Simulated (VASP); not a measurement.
Runs of VASP 6.6.1 on Al. The structure is that of space group Fm-3m (No. 225), or close to it. The cells are those of the table. 

| cell | gap on the mesh (eV) | pressure (GPa) |
| --- | --- | --- |
| a = 2.825 Å, angles 60.0°, 1 atom | none | 1.7 |
| a = 2.920 Å, angles 60.0°, 1 atom | none | -5.7 |
| a = 2.864 Å, angles 60.0°, 1 atom | none | -1.7 |
| a = 2.901 Å, angles 60.0°, 1 atom | none | -4.5 |
| a = 2.805 Å, angles 60.0°, 1 atom | none | 3.7 |
| a = 2.882 Å, angles 60.0°, 1 atom | none | (b) |
| a = 2.844 Å, angles 60.0°, 1 atom | none | (a) |

Alike in all rows: task single point; level PBEsol; potentials or basis VASP PAW PBE potentials, release 64 (Al); no spin polarisation; k mesh 12 × 12 × 12; cutoff (eV) 520; smearing methfessel-paxton 0.1 eV.

Problem. Fill in the values left out.

Solution. (a) -0.1; (b) -3.2.

Caveats: the PAW data sets were made with another functional, which shifts forces and pressure a little.

A gap of «none» marks levels without a gap at the run's occupations.
